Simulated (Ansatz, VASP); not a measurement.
**AlN: VASP beside Ansatz**

Contents of POSCAR:

```
AlN
1.0
    3.1066945025      0.0000000000      0.0000000000
   -1.5533472512      2.6904763609      0.0000000000
    0.0000000000      0.0000000000      4.9785885509
Al N
2 2
Direct
    0.3333333333      0.6666666667     -0.0007956041
    0.6666666667      0.3333333333      0.4992043959
    0.3333333333      0.6666666667      0.3807956041
    0.6666666667      0.3333333333      0.8807956041
```

INCAR.step1

```
PREC = Accurate
ENCUT = 520
ISMEAR = 0
SIGMA = 0.01
LREAL = False
LASPH = True
NELM = 80
NBANDS = 16
GGA = PE
ALGO = Normal
EDIFF = 1E-4
LWAVE = True
LCHARG = False
```

The input INCAR.step2:

```
PREC = Accurate
ENCUT = 520
EDIFF = 1E-7
ISMEAR = 0
SIGMA = 0.01
LREAL = False
LASPH = True
NELM = 80
ALGO = Normal
ISIF = 2
LWAVE = False
LCHARG = False
METAGGA = R2SCAN
LMIXTAU = True
NBANDS = 16
ISTART = 1
```

File KPOINTS:

```
Automatic mesh
0
Gamma
  12 12 6
```

Input for Ansatz:

```yaml
crystal:
  lattice:
    - [3.1066945025, 0.0, 0.0]
    - [-1.5533472512, 2.6904763609, 0.0]
    - [0.0, 0.0, 4.9785885509]
  atoms:
    - { symbol: Al, position: [0.3333333333, 0.6666666667, -0.0007956041] }
    - { symbol: Al, position: [0.6666666667, 0.3333333333, 0.4992043959] }
    - { symbol: "N", position: [0.3333333333, 0.6666666667, 0.3807956041] }
    - { symbol: "N", position: [0.6666666667, 0.3333333333, 0.8807956041] }
kpoints:
  mp_grid: { grid: [12, 12, 6] }
  band_path:
    path:
      - [0.0, 0.0, 0.0]
      - [0.5, 0.0, 0.0]
      - [0.3333333333, 0.3333333333, 0.0]
      - [0.0, 0.0, 0.5]
      - [0.5, 0.0, 0.5]
      - [0.3333333333, 0.3333333333, 0.5]
    npoints: 1
hamiltonian:
  xc: r2scan
scf:
  occupations: { method: fixed }
  n_extra_bands: 5
output:
  forces: true
  stress: true
  eigenvalues: true
```

Alike in both runs: task single point; functional r2SCAN; k mesh 12 × 12 × 6; no spin polarisation.

|  | VASP | Ansatz |
| --- | --- | --- |
| version | VASP 6.6.1 | Ansatz 0.2.0 |
| potentials or method | VASP PAW PBE potentials, release 64 (Al, N) | plane waves, PAW |
| plane-wave cutoff (eV) | 520 | 500 |
| occupations | gaussian, width 0.01 eV | fixed |
| valence electrons in the cell | 16 | 16 |

VASP gave:

```
gap on the k mesh at the Fermi level (eV) : 4.92
pressure (GPa)                            : -0.4
```

Problem. Estimate Ansatz's values.

Solution. gap on the k mesh at the Fermi level (eV): 4.88; pressure (GPa): 0.0.

VASP's potentials were made for PBE, not for r2SCAN.
